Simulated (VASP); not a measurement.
**Ti: single point with revPBE**

The system is Ti.

```
Ti
1.0
    -1.64221    1.64221    1.64221
     1.64221   -1.64221    1.64221
     1.64221    1.64221   -1.64221
Ti
1
Direct
  0.00000 0.00000 0.00000
```

* Program: VASP 6.6.1
* Task: single point
* Functional: revPBE
* Potentials or basis: VASP PAW PBE potentials, release 64 (Ti_sv)
* Cutoff: 520 eV
* k mesh: 22 × 22 × 22
* Occupations: fermi-dirac, width 0.1 eV
* Spin: no spin polarisation

| Property | Result |
| --- | --- |
| Pressure | -0.2 GPa |
| Band gap on the k mesh | zero (band 6 reaches 8.96 eV, above the bottom of band 7 at 7.39 eV) |

Levels at points of the mesh, in eV from the Fermi level:
| k point | band 2 | band 3 | band 4 | band 5 | band 6 | band 7 | band 8 | band 9 | band 10 | band 11 |
| --- | --- | --- | --- | --- | --- | --- | --- | --- | --- | --- |
| (0.00, 0.00, 0.00) | -32.51 | -32.51 | -32.51 | -5.93 | 0.98 | 0.98 | 0.98 | 2.69 | 2.69 | 17.24 |
| (0.50, 0.00, 0.00) | -33.13 | -32.71 | -32.51 | -2.41 | -0.37 | 1.05 | 2.67 | 3.01 | 4.16 | 8.55 |
| (0.50, 0.50, 0.50) | -32.94 | -32.94 | -32.94 | -2.04 | -2.04 | 3.82 | 3.82 | 3.82 | 8.22 | 8.22 |

Run time: 42 s on 1 thread of Intel Xeon 6975P-C, on a shared host, peak memory 0.19 GiB.

Caveat: the PAW data sets were made with another functional, which shifts forces and pressure a little.
